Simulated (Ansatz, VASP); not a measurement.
## One calculation of SrB2, two programs

```
CELL_PARAMETERS angstrom
0.00000 3.15942 3.15942
3.15942 0.00000 3.15942
3.15942 3.15942 0.00000
ATOMIC_POSITIONS crystal
Sr 0.00000 0.00000 0.00000
B 0.25000 0.25000 0.25000
B 0.75000 0.75000 0.75000
```

Change from the starting cell: species swapped into the LuH2 type (Fm-3m, No. 225).

Alike in both runs: functional PBE; k mesh 6 × 6 × 6; occupations gaussian, width 0.1 eV; no spin polarisation.

Ansatz relaxed the structure, and its values are those at the end. VASP's run is a single point on that final structure, the one shown.

```csv
,VASP,Ansatz
version,VASP 6.6.1,Ansatz 0.2.0
potentials or method,"VASP PAW PBE potentials, release 64 (Sr_sv, B), cutoff 520 eV","scalar-relativistic, plane waves, PAW"
valence electrons in the cell,16,16
```

```tsv
	VASP	Ansatz	Ansatz less VASP
gap on the k mesh at the Fermi level (eV)	none	none	-
pressure (GPa)	0.2	0.1	-0.12
```

A gap of «none» marks a metal or a gap that the smearing closes.
